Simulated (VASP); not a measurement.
# HgPd (P4/mmm) in VASP: a series of runs, part 2 of 2

VASP 6.6.1. Earlier steps stand in the parts before.

## (5) Relaxation of cell and atoms, LDA

This run uses another cell than the first one, of 16.95 Å³/atom.

The input, INCAR:

```
ALGO = Normal ; EDIFF = 1E-6
EDIFFG = -0.001 ; ENCUT = 600
GGA = CA ; IBRION = 2
ISIF = 3 ; ISMEAR = -1
LASPH = True ; LCHARG = False
LREAL = False ; LWAVE = False
NELM = 80 ; NSW = 100
PREC = Accurate ; SIGMA = 0.05
```

The input, KPOINTS:

```
k-points
0
Gamma
  14 14 12
```

The input, POSCAR:

```
HgPd
1.0
    3.0260000000      0.0000000000      0.0000000000
    0.0000000000      3.0260000000      0.0000000000
    0.0000000000      0.0000000000      3.7020000000
Hg Pd
1 1
Direct
    0.0000000000      0.0000000000      0.0000000000
    0.5000000000      0.5000000000      0.5000000000
```

Potentials or basis: VASP PAW LDA potentials, release 64 (Hg, Pd).

Started as:

```
> cat potpaw_LDA.64/Hg/POTCAR potpaw_LDA.64/Pd/POTCAR > POTCAR
> mpirun -np 1 vasp_std > vasp.out
```

OUTCAR:

```text
EDIFF = 1E-6
   EDIFFG = -0.001
   ENCUT = 600
   GGA = CA
   IBRION = 2
   ISIF = 3
   ISMEAR = -1
   LASPH = True
   LREAL = False
   NELM = 80
   NSW = 100
   PREC = Accurate

 ion  position               nearest neighbor table
   1  0.000  0.000  0.000-   2 2.83   2 2.83   2 2.83   2 2.83   2 2.83   2 2.83   2 2.83   2 2.83

   2  0.500  0.500  0.500-   1 2.83   1 2.83   1 2.83   1 2.83   1 2.83   1 2.83   1 2.83   1 2.83

  LATTYP: Found a simple tetragonal cell.
 ALAT       =     3.0260000000
 C/A-ratio  =     1.2233972241

  Lattice vectors:

 A1 = (   3.0260000000,   0.0000000000,   0.0000000000)
 A2 = (   0.0000000000,   3.0260000000,   0.0000000000)
 A3 = (   0.0000000000,   0.0000000000,   3.7020000000)

Analysis of symmetry for initial positions (statically):
=====================================================================
 Subroutine PRICEL returns:
 Original cell was already a primitive cell.

 Routine SETGRP: Setting up the symmetry group for a
 simple tetragonal supercell.

 Subroutine GETGRP returns: Found 16 space group operations
 (whereof 16 operations were pure point group operations)
 out of a pool of 16 trial point group operations.

The static configuration has the point symmetry D_4h.

Analysis of symmetry for dynamics (positions and initial velocities):
[... 344 lines left out ...]
  ---------------------------------------------------
  ext. energy  EPLUGINS =         0.00000000
  ---------------------------------------------------
  free energy    TOTEN  =        -7.96007815 eV

  energy without entropy =       -7.95647249  energy(sigma->0) =       -7.95827532

 E-fermi :   7.0363     XC(G=0): -12.9720

 val. band max:        7.0351123860   @ k =   0.4286   0.0714   0.4167
 cond. band min:       7.0580015904   @ k =   0.5000   0.0000   0.2500
 fundamental gap:      0.0228892045
 Fermi energy:         7.0362655748

 k-point     1 :       0.0000    0.0000    0.0000
  band No.  band energies     occupation
      1      -2.9543      2.00000
      2      -1.7232      2.00000
      3      -1.3878      2.00000
      4      -0.0268      2.00000
      5      -0.0268      2.00000
      6       0.5249      2.00000
      7       3.5326      2.00000
      8       4.2245      2.00000
      9       5.5159      2.00000
     10       5.5159      2.00000
     11       5.6791      2.00000
     12       9.3914      0.00000
     13      15.3777      0.00000
     14      15.4364      0.00000
[... 401 lines left out ...]
      2      -0.7739      2.00000
      3      -0.7308      2.00000
      4      -0.4461      2.00000
      5      -0.3347      2.00000
      6       1.2311      2.00000
      7       4.1684      2.00000
      8       4.2103      2.00000
      9       4.3080      2.00000
     10       5.0568      2.00000
     11       5.2831      2.00000
     12       9.0534      0.00000
     13      14.0962      0.00000
     14      15.1274      0.00000
     15      17.1352      0.00000

 [... further k-points ...]

------------------------ aborting loop because EDIFF is reached ----------------------------------------

  FORCE on cell =-STRESS in cart. coord.  units (eV):
  Direction    XX          YY          ZZ          XY          YZ          ZX
  --------------------------------------------------------------------------------------
  -------------------------------------------------------------------------------------
  Total       -0.0011073     -0.0011073      0.0006041      0.0000000     -0.0000000      0.0000000
  in kB       -0.0533875     -0.0533875      0.0291266      0.0000000     -0.0000000      0.0000000
  external PRESSURE =      -0.0258828 kB  Pullay stress =       0.0000000 kB
[... 17 lines left out ...]
  FREE ENERGIE OF THE ION-ELECTRON SYSTEM (eV)
  ---------------------------------------------------
  free  energy   TOTEN  =        -7.9600781528 eV

  energy  without entropy=       -7.9564724930  energy(sigma->0) =       -7.95827532

 reached required accuracy - stopping structural energy minimisation
```

CONTCAR:

```text
HgPd
   1.00000000000000
     2.9888646394580123    0.0000000000000000   -0.0000000000000000
     0.0000000000000000    2.9888646394580123   -0.0000000000000000
    -0.0000000000000000    0.0000000000000001    3.7198330249925222
  Hg              Pd
     1     1
Direct
     0.0000000000000000    0.0000000000000000    1.0000000000000000
     0.5000000000000000    0.5000000000000000    0.5000000000000000

  0.00000000E+00  0.00000000E+00  0.00000000E+00
  0.00000000E+00  0.00000000E+00  0.00000000E+00
```

Wall time 18 min (1 thread of AMD EPYC, shared host); peak memory 0.26 GiB.

Results:

| Property | Result |
| --- | --- |
| Free energy | -7.9601 eV |
| Relaxed volume | 16.62 Å³/atom |
| Relaxed cell | a = 2.989 Å, b = 2.989 Å, c = 3.720 Å, α = 90.00°, β = 90.00°, γ = 90.00° |
| Space group after relaxing (to 0.1 Å) | P4/mmm (No. 123) |
| Energy gained by relaxing | 3.7 meV/atom |
| Ionic steps | 13 |
| Pressure after relaxing | 0.0 GPa |
| Band gap on the k mesh | zero (bands 11 and 12 overlap by 4.01 eV) |

Step by step:
| step | energy change (eV) | largest force (eV/Å) | pressure (GPa) | volume (Å³) |
| --- | --- | --- | --- | --- |
| 1 | 0.0000 | 0.0000 | -3.09 | 33.90 |
| 2 | 0.0069 | 0.0000 | 4.97 | 32.32 |
| 3 | -0.0067 | 0.0000 | 0.02 | 33.23 |
| 4 | -0.0067 | 0.0000 | 0.06 | 33.22 |
| 5 | -0.0069 | 0.0000 | 0.06 | 33.22 |
| 6 | -0.0073 | 0.0000 | 0.06 | 33.22 |
| 7 | -0.0069 | 0.0000 | 0.10 | 33.21 |
| 8 | -0.0074 | 0.0000 | 0.09 | 33.22 |
| 9 | -0.0074 | 0.0000 | 0.06 | 33.22 |
| 10 | -0.0074 | 0.0000 | 0.07 | 33.22 |
| 11 | -0.0074 | 0.0000 | 0.07 | 33.22 |
| 12 | -0.0074 | 0.0000 | -0.23 | 33.28 |
| 13 | -0.0074 | 0.0000 | 0.00 | 33.23 |

Final structure:
```
Hg Pd
1.0
     2.98886    0.00000    0.00000
     0.00000    2.98886    0.00000
     0.00000    0.00000    3.71983
Hg Pd
1 1
Direct
  0.00000 0.00000 0.00000
  0.50000 0.50000 0.50000
```

Caveat: spin-orbit coupling is left out, which moves the levels of the heavy elements.

## (6) Overview

| task | cell | cutoff (eV) | gap on the mesh (eV) | pressure (GPa) |
| --- | --- | --- | --- | --- |
| single point | a = 2.980, b = 2.980, c = 3.702 Å, 2 atoms | 520 | none | 1.8 |
| single point | a = 2.980, b = 2.980, c = 3.701 Å, 2 atoms | 520 | none | 1.8 |
| relaxation of cell and atoms | relaxed from a = 3.026, b = 3.026, c = 3.702 Å, 2 atoms | 600 | none | 0.0 |

Alike in all rows: level LDA; potentials or basis VASP PAW LDA potentials, release 64 (Hg, Pd); no spin polarisation; k mesh 14 × 14 × 12; smearing fermi-dirac 0.05 eV.

Caveats: spin-orbit coupling is left out, which moves the levels of the heavy elements.

Absolute energies hang on the potentials; compare differences alone.

The gap in the log of VASP goes by the Fermi energy; the results here count the filled bands.